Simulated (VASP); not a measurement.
# W (Im-3m) in VASP: notebook

W is run at these levels: PBE; tasks: single point.

Program: VASP 6.6.1. These are calculated values, not measurements. Logs are shortened: lines on timing, memory, paths and dates and some standing lists are left out, and cuts for length are marked.

## 1. The cell of the first run

The structure is cubic, space group Im-3m (No. 229). The conventional cell has a = 3.140 Å, b = 3.140 Å, c = 3.140 Å, α = 90.00°, β = 90.00°, γ = 90.00°. Within 3.6 Å of W (site symmetry m-3m) lie 14 W at 2.72 to 3.14 Å.

## 2. Single point, PBE (volume scaled by 0.95)

INCAR

```
PREC     = Accurate       # precision mode
ENCUT    = 520            # plane-wave cutoff, eV
EDIFF    = 1E-6           # SCF threshold, eV
ISMEAR   = -1             # smearing method
SIGMA    = 0.03           # smearing width, eV
LREAL    = F              # projectors in reciprocal space
LASPH    = T              # aspherical terms in the spheres
NELM     = 100            # most SCF steps
ALGO     = Normal         # electronic algorithm
ISIF     = 2              # what is computed and relaxed
LWAVE    = F              # write WAVECAR
LCHARG   = F              # write CHGCAR
GGA      = PE             # functional
NBANDS   = 13             # bands
```

KPOINTS

```
Automatic mesh
0
Gamma
  14 14 14
```

POSCAR

```
W
1.0
   -1.5702218875      1.5702218875      1.5702218875
    1.5702218875     -1.5702218875      1.5702218875
    1.5702218875      1.5702218875     -1.5702218875
W
1
Direct
    0.0000000000      0.0000000000      0.0000000000
```

Potentials or basis: VASP PAW PBE potentials, release 64 (W_sv).

Launch:

```bash
$ cat potpaw_PBE.64/W_sv/POTCAR > POTCAR
$ mpirun -np 1 vasp_std > vasp.out
```

OUTCAR:

```text
PREC = Accurate
   ENCUT = 520
   EDIFF = 1E-6
   ISMEAR = -1
   LREAL = F
   LASPH = T
   NELM = 100
   ISIF = 2
   GGA = PE

 ion  position               nearest neighbor table
   1  0.000  0.000  0.000-

  LATTYP: Found a body centered cubic cell.
 ALAT       =     3.1404437750

  Lattice vectors:

 A1 = (  -1.5702218875,   1.5702218875,   1.5702218875)
 A2 = (   1.5702218875,  -1.5702218875,   1.5702218875)
 A3 = (   1.5702218875,   1.5702218875,  -1.5702218875)

Analysis of symmetry for initial positions (statically):
=====================================================================
 Subroutine PRICEL returns:
 Original cell was already a primitive cell.

 Routine SETGRP: Setting up the symmetry group for a
 body centered cubic supercell.

 Subroutine GETGRP returns: Found 48 space group operations
 (whereof 48 operations were pure point group operations)
 out of a pool of 48 trial point group operations.

The static configuration has the point symmetry O_h .

Analysis of symmetry for dynamics (positions and initial velocities):
=====================================================================
 Subroutine PRICEL returns:
 Original cell was already a primitive cell.

 Routine SETGRP: Setting up the symmetry group for a
 body centered cubic supercell.

 Subroutine GETGRP returns: Found 48 space group operations
 (whereof 48 operations were pure point group operations)
 out of a pool of 48 trial point group operations.

The dynamic configuration has the point symmetry O_h .

 Subroutine INISYM returns: Found 48 space group operations
 (whereof 48 operations are pure point group operations),
 and found     1 'primitive' translations

----------------------------------------------------------------------------------------

                                     Primitive cell

  volume of cell :      15.4861

  direct lattice vectors                    reciprocal lattice vectors
    -1.570221888  1.570221888  1.570221888     0.000000000  0.318426335  0.318426335
     1.570221888 -1.570221888  1.570221888     0.318426335  0.000000000  0.318426335
     1.570221888  1.570221888 -1.570221888     0.318426335  0.318426335  0.000000000

  length of vectors
     2.719704088  2.719704088  2.719704088     0.450322841  0.450322841  0.450322841

  position of ions in fractional coordinates (direct lattice)
     0.000000000  0.000000000  0.000000000

  ion indices of the primitive-cell ions
   primitive index   ion index
                 1           1

----------------------------------------------------------------------------------------

 KPOINTS: Automatic mesh

Automatic generation of k-mesh.
 Grid dimensions read from file:
 generate k-points for:   14   14   14

 Generating k-lattice:

  Cartesian coordinates                     Fractional coordinates (reciprocal lattice)
     0.000000000  0.022744738  0.022744738     0.071428571  0.000000000  0.000000000
     0.022744738  0.000000000  0.022744738     0.000000000  0.071428571  0.000000000
     0.022744738  0.022744738  0.000000000     0.000000000  0.000000000  0.071428571

  Length of vectors
     0.032165917  0.032165917  0.032165917

  Shift w.r.t. Gamma in fractional coordinates (k-lattice)
     0.000000000  0.000000000  0.000000000

 Subroutine IBZKPT returns following result:
 ===========================================

 Found    104 irreducible k-points:

 Following reciprocal coordinates:
            Coordinates               Weight
  0.000000  0.000000  0.000000      1.000000
  0.071429  0.000000  0.000000     12.000000
  0.142857  0.000000  0.000000     12.000000
  0.214286  0.000000  0.000000     12.000000
  0.285714  0.000000  0.000000     12.000000
  0.357143  0.000000  0.000000     12.000000
[... 16 lines left out ...]
  0.285714  0.285714  0.000000     24.000000
  0.357143  0.285714  0.000000     24.000000
 [... further k-points ...]
   k-points           NKPTS =    104   k-points in BZ     NKDIM =    104   number of bands    NBANDS=     13
   number of dos      NEDOS =    301   number of ions     NIONS =      1
   total plane-waves  NPLWV =   8000
   dimension x,y,z NGX =    20 NGY =   20 NGZ =   20
   dimension x,y,z NGXF=    40 NGYF=   40 NGZF=   40
   ions per type =               1
   NGX,Y,Z   is equivalent  to a cutoff of  12.23, 12.23, 12.23 a.u.
   NGXF,Y,Z  is equivalent  to a cutoff of  24.45, 24.45, 24.45 a.u.
 SYSTEM =  unknown system
   PREC   = accura    normal or accurate (medium, high low for compatibility)
   ISTART =      0    job   : 0-new  1-cont  2-samecut
   ICHARG =      2    charge: 1-file 2-atom 10-const
   ISPIN  =      1    spin polarized calculation?
   LNONCOLLINEAR =      F non collinear calculations
   LSORBIT =      F    spin-orbit coupling
   LASPH  =      T    aspherical Exc in radial PAW
   ENCUT  =  520.0 eV  38.22 Ry    6.18 a.u.   5.06  5.06  5.06*2*pi/ulx,y,z
   NELM   =    100;   NELMIN=  2; NELMDL= -5     # of ELM steps
   EDIFF  = 0.1E-05   stopping-criterion for ELM
   LREAL  =      F    real-space projection
   EDIFFG = 0.1E-04   stopping-criterion for IOM
   NSW    =      0    number of steps for IOM
   IBRION =     -1    ionic relax: 0-MD 1-quasi-New 2-CG
   NFREE  =      0    steps in history (QN), initial steepest desc. (CG)
   ISIF   =      2    stress and relaxation
   ISYM   =      2    0-nonsym 1-usesym 2-fastsym
   POTIM  = 0.5000    time-step for ionic-motion
   TEBEG  =    0.0;   TEEND  =   0.0 temperature during run
   PSTRESS=    0.0 pullay stress
   NELECT =      14.0000    total number of electrons
   NUPDOWN=      -1.0000    fix difference up-down
   EMIN   =  10.00;   EMAX   =-10.00  energy-range for DOS
   EFERMI =   0.00;   METHOD = LEGACY
   ISMEAR =    -1;   SIGMA  =   0.03  broadening in eV -4-tet -1-fermi 0-gaus
   EFERMI_NEDOS =   21; number of points for ismear=-14 and -15
   IALGO  =     38    algorithm
   IMIX   =      4    mixing-type and parameters
     AMIX     =   0.40;   BMIX     =  1.00
     AMIX_MAG =   1.60;   BMIX_MAG =  1.00
  volume/ion in A,a.u.               =      15.49       104.51
  Fermi-wavevector in a.u.,A,eV,Ry     =   1.582960  2.991360 34.092948  2.505761
  Thomas-Fermi vector in A             =   2.682803
   LORBIT       =      0    0 simple, 1 ext, 2 COOP (PROOUT), +10 PAW based schemes
   GGA     = PE    functional components
   LHFCALC =     F    Hartree Fock is set to
   AEXX    =    0.0000 exact exchange contribution
   IVDW    =     0    specifies the selected vdW correction
   LEPSILON=     F    determine dielectric tensor
   LRPA    =     F    only Hartree local field effects (RPA)
 non-spin polarized calculation
  energy-cutoff  :      520.00
  volume of cell :       15.49
 maximum number of plane-waves:       432
   NGX = 11   NGY = 11   NGZ = 11

 number of electron      14.0000005 magnetization

 Free energy of the ion-electron system (eV)
  ---------------------------------------------------
  ext. energy  EPLUGINS =         0.00000000
  ---------------------------------------------------
  free energy    TOTEN  =       -12.91683430 eV

  energy without entropy =      -12.91376109  energy(sigma->0) =      -12.91529769

 E-fermi :  11.9027     XC(G=0): -13.7755

 val. band max:       11.8924318256   @ k =   0.4286   0.0714   0.0000
 cond. band min:      11.9150219074   @ k =   0.5000   0.5000   0.2857
 fundamental gap:      0.0225900818
 Fermi energy:        11.9026652866

 k-point     1 :       0.0000    0.0000    0.0000
  band No.  band energies     occupation
      1     -62.3816      2.00000
      2     -25.9060      2.00000
      3     -25.9060      2.00000
      4     -25.9060      2.00000
      5       2.0194      2.00000
      6      10.5096      2.00000
      7      10.5096      2.00000
      8      10.5096      2.00000
      9      14.0971      0.00000
     10      14.0971      0.00000
     11      26.3554      0.00000
     12      26.3554      0.00000
     13      26.3554      0.00000

 k-point     2 :       0.0714    0.0000    0.0000
  band No.  band energies     occupation
      1     -62.3742      2.00000
      2     -25.9807      2.00000
      3     -25.9291      2.00000
      4     -25.9064      2.00000
      5       2.2730      2.00000
      6      10.3546      2.00000
      7      10.4720      2.00000
      8      10.7556      2.00000
      9      13.8533      0.00000
     10      14.0983      0.00000
     11      26.5725      0.00000
     12      26.7859      0.00000
     13      26.9830      0.00000

 k-point     3 :       0.1429    0.0000    0.0000
  band No.  band energies     occupation
      1     -62.3537      2.00000
      2     -26.1865      2.00000
      3     -25.9935      2.00000
      4     -25.9076      2.00000
      5       2.9834      2.00000
      6       9.9480      2.00000
      7      10.2931      2.00000
      8      11.4797      2.00000
      9      13.4479      0.00000
     10      14.1221      0.00000
     11      27.0378      0.00000
     12      28.0145      0.00000
     13      28.4058      0.00000
[... 305 lines left out ...]
 k-point    23 :       0.2857    0.2857    0.0000
  band No.  band energies     occupation
      1     -62.2196      2.00000
      2     -27.0273      2.00000
      3     -26.6596      2.00000
      4     -26.0733      2.00000
      5       7.1181      2.00000
      6       8.5395      2.00000
      7       9.5797      2.00000
      8      14.0810      0.00000
      9      14.9684      0.00000
     10      20.8461      0.00000
     11      21.3628      0.00000
     12      25.4425      0.00000
     13      28.6855      0.00000

 k-point    24 :       0.3571    0.2857    0.0000
  band No.  band energies     occupation
      1     -62.2150      2.00000
      2     -26.9747      2.00000
      3     -26.7629      2.00000
      4     -26.0807      2.00000
      5       7.2142      2.00000
      6       8.7121      2.00000
      7       9.4541      2.00000
      8      14.3450      0.00000
      9      14.9682      0.00000
     10      20.3951      0.00000
     11      22.2938      0.00000
     12      24.3659      0.00000
     13      29.2028      0.00000

 [... further k-points ...]
[... 5 lines left out ...]
  --------------------------------------------------------------------------------------
  -------------------------------------------------------------------------------------
  Total        1.4171386      1.4171386      1.4171386      0.0000000      0.0000000     -0.0000000
  in kB      146.6154806    146.6154806    146.6154806      0.0000000      0.0000000     -0.0000000
  external PRESSURE =     146.6154806 kB  Pullay stress =       0.0000000 kB

 VOLUME and BASIS-vectors are now :
 -----------------------------------------------------------------------------
  energy-cutoff  :      520.00
  volume of cell :       15.49
      direct lattice vectors                 reciprocal lattice vectors
    -1.570221888  1.570221888  1.570221888     0.000000000  0.318426335  0.318426335
     1.570221888 -1.570221888  1.570221888     0.318426335  0.000000000  0.318426335
     1.570221888  1.570221888 -1.570221888     0.318426335  0.318426335  0.000000000

 POSITION                                       TOTAL-FORCE (eV/Angst)
 -----------------------------------------------------------------------------------
      0.00000      0.00000      0.00000        -0.000000     -0.000000      0.000000
 -----------------------------------------------------------------------------------
    total drift:                                0.000000     -0.000000      0.000000

  FREE ENERGIE OF THE ION-ELECTRON SYSTEM (eV)
  ---------------------------------------------------
  free  energy   TOTEN  =       -12.9168342981 eV

  energy  without entropy=      -12.9137610916  energy(sigma->0) =      -12.91529769
```

It took 9.4 s on 1 thread of Intel Xeon Platinum 8488C (Sapphire Rapids), shared host; peak memory 0.14 GiB.

What came out:

```yaml
Free_energy: -12.9168 eV
Pressure: 14.7 GPa
Band_gap_on_the_k_mesh: zero (band 7 reaches 17.11 eV, above the bottom of band 8 at 10.51 eV)
```

Caveat: spin-orbit coupling is left out, which moves the levels of the heavy elements.

## 3. Single point, PBE (volume scaled by 0.975)

INCAR

```
SYSTEM = W
  PREC = Accurate
  ENCUT = 520
  EDIFF = 1E-7
  ISMEAR = -1
  SIGMA = 0.03
  LREAL = .False.
  LASPH = .True.
  NELM = 60
  ALGO = Normal
  ISIF = 2
  LWAVE = .False.
  LCHARG = .True.
  GGA = PE
  LELF = .True.
  LVHAR = .True.
  NBANDS = 13
```

KPOINTS

```
Automatic mesh
0
Gamma
  14 14 14
  0 0 0
```

POSCAR

```
W
1.0
   -1.5838766763      1.5838766763      1.5838766763
    1.5838766763     -1.5838766763      1.5838766763
    1.5838766763      1.5838766763     -1.5838766763
W
1
Direct
    0.0000000000      0.0000000000      0.0000000000
```

Potentials or basis: VASP PAW PBE potentials, release 64 (W_sv).

Launch:

```bash
$ cat potpaw_PBE.64/W_sv/POTCAR > POTCAR
$ mpirun -np 1 vasp_std > vasp.out
```

Run time: 12 s. Hardware: 1 thread of Intel Xeon Platinum 8488C (Sapphire Rapids), shared host; peak memory 0.14 GiB.

The run converged. Its results:

* Free energy: -12.9429 eV
* Pressure: 5.8 GPa
* Band gap on the k mesh: zero (band 7 reaches 16.54 eV, above the bottom of band 8 at 10.17 eV)

Levels at points of the mesh, in eV from the Fermi level:
```
           k point  band 3  band 4  band 5  band 6  band 7  band 8  band 9  band 10  band 11  band 12
(0.00, 0.00, 0.00)  -37.87  -37.87   -9.72   -1.33   -1.33   -1.33    2.15     2.15    14.42    14.42
(0.50, 0.00, 0.00)  -38.28  -37.87   -6.36   -3.66    0.57    2.04    3.02     6.02    10.93    11.39
(0.50, 0.50, 0.50)  -38.76  -38.76   -5.91   -5.91    5.04    5.04    5.04     8.13     8.13     8.13
```

Caveat: spin-orbit coupling is left out, which moves the levels of the heavy elements.

(Continued in part 2 of 2.)
